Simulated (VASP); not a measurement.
Wanted: the native input for a VASP 6.6.1 run.

```yaml
Task: density of states
Functional: LDA
Potentials_or_basis: VASP PAW LDA potentials, release 64 (Be, H)
Cutoff: 520 eV
k_mesh: 8 × 8 × 8
Occupations: gaussian, width 0.02 eV
Spin: no spin polarisation
Dipole_correction: no
k_mesh_for_the_DOS: 12 × 12 × 12
Occupations_for_the_DOS: tetrahedron
Further_INCAR_settings: ALGO = Normal; EDIFF = 1e-06
```

BeH2:

```xyz
6
Lattice="-2.0201 2.0201 3.0359 2.0201 -2.0201 3.0359 2.0201 2.0201 -3.0359" Properties=species:S:1:pos:R:3 pbc="T T T"
Be    0.0000    2.0201    1.5179
Be    0.0000    0.0000    0.0000
H     1.0100    0.6707   -0.7590
H     1.3494   -1.0100    3.7949
H     0.6707    3.0301    0.7590
H     1.0100    1.3494    2.2769
```

These files were run (other wordings do the same):

POSCAR

```
BeH2
1.0
   -2.0200998545      2.0200998545      3.0358960333
    2.0200998545     -2.0200998545      3.0358960333
    2.0200998545      2.0200998545     -3.0358960333
Be H
2 4
Direct
    0.7500000000      0.2500000000      0.5000000000
    0.0000000000      0.0000000000      0.0000000000
    0.0410067346      0.1250000000      0.4160067346
    0.3750000000      0.9589932654      0.0839932654
    0.8750000000      0.2910067346      0.9160067346
    0.7089932654      0.6250000000      0.5839932654
```

INCAR.step1

```
SYSTEM = BeH2
  PREC = Accurate
  ENCUT = 520
  EDIFF = 1E-6
  ISMEAR = 0
  SIGMA = 0.02
  LREAL = .FALSE.
  LASPH = .TRUE.
  NELM = 80
  ALGO = Normal
  ISIF = 2
  LWAVE = .FALSE.
  LCHARG = .TRUE.
  GGA = CA
  NBANDS = 13
```

KPOINTS.step1

```
regular mesh
0
G
  8 8 8
  0 0 0
```

INCAR.step2

```
SYSTEM = BeH2
  PREC = Accurate
  ENCUT = 520
  EDIFF = 1E-6
  ISMEAR = -5
  SIGMA = 0.02
  LREAL = .FALSE.
  LASPH = .TRUE.
  NELM = 80
  ALGO = Normal
  ISIF = 2
  LWAVE = .FALSE.
  LCHARG = .FALSE.
  GGA = CA
  LORBIT = 11
  NEDOS = 2001
  ICHARG = 11
```

KPOINTS.step2

```
regular mesh
0
G
  12 12 12
  0 0 0
```

Potentials or basis: VASP PAW LDA potentials, release 64 (Be, H).

Command:

```sh
$ cat potpaw_LDA.64/Be/POTCAR potpaw_LDA.64/H/POTCAR > POTCAR
$ cp INCAR.step1 INCAR
$ cp KPOINTS.step1 KPOINTS
$ mpirun -np 1 vasp_std > vasp.out
$ cp INCAR.step2 INCAR
$ cp KPOINTS.step2 KPOINTS
$ mpirun -np 1 vasp_std > vasp.out
```

It gave:

The valence electrons inside the program's atomic spheres are Be 1.15; H 0.60.

Run time: 28 s on 1 thread of Intel(R) Xeon(R) Platinum 8488C (Sapphire Rapids), with other jobs on the host, peak memory 0.19 GiB.
